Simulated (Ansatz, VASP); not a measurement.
## ZnS in VASP and in Ansatz

The input INCAR:

```
SYSTEM = ZnS
PREC = Accurate
ENCUT = 520
EDIFF = 1E-6
ISMEAR = 0
SIGMA = 0.05
LREAL = .False.
LASPH = .True.
NELM = 100
ALGO = Normal
ISIF = 2
LWAVE = .False.
LCHARG = .False.
GGA = PE
NBANDS = 16
```

File KPOINTS:

```
regular mesh
0
Gamma
  8 8 8
  0 0 0
```

Contents of POSCAR:

```
ZnS
1.0
    0.0000000000      2.7215639846      2.7215639846
    2.7215639846      0.0000000000      2.7215639846
    2.7215639846      2.7215639846      0.0000000000
Zn S
1 1
Direct
    0.0000000000      0.0000000000      0.0000000000
    0.8051153678      0.8051153678      0.6169397316
```

Input for Ansatz:

```yaml
crystal:
  lattice:
    - [0.0, 2.7215639846, 2.7215639846]
    - [2.7215639846, 0.0, 2.7215639846]
    - [2.7215639846, 2.7215639846, 0.0]
  atoms:
    - { symbol: Zn, position: [0.0, 0.0, 0.0] }
    - { symbol: S, position: [0.8051153678, 0.8051153678, 0.6169397316] }
basis:
  ecutwfc: 420
kpoints:
  mp_grid: { grid: [8, 8, 8] }
hamiltonian:
  xc: pbe
scf:
  occupations: { method: gaussian, width: 0.05 }
output:
  forces: true
  stress: true
  eigenvalues: true
```

Alike in both runs: task single point; functional PBE; k mesh 8 × 8 × 8; occupations gaussian, width 0.05 eV; no spin polarisation.

```csv
,VASP,Ansatz
version,VASP 6.6.1,Ansatz 0.2.0
potentials or method,"VASP PAW PBE potentials, release 64 (Zn, S), cutoff 520 eV","scalar-relativistic, plane waves, PAW"
valence electrons in the cell,18,18
```

Ansatz gave:

| Quantity | Value |
| --- | --- |
| gap on the k mesh at the Fermi level (eV) | 1.86 |
| least direct gap on the mesh (eV) | 1.86 |
| pressure (GPa) | 9.7 |
| traceless stress, the component that is largest in VASP (GPa) | 13.34 |
| rms of the force components (eV/Å) | 3.417 |

Estimate VASP's values.

gap on the k mesh at the Fermi level (eV): 1.88; least direct gap on the mesh (eV): 1.88; pressure (GPa): 9.9; traceless stress, the component that is largest in VASP (GPa): 13.43; rms of the force components (eV/Å): 3.432.

Atom by atom the forces differ by 0.015 eV/Å (rms over components). With one functional, cell and mesh, what is left measures potentials, basis and numerics.
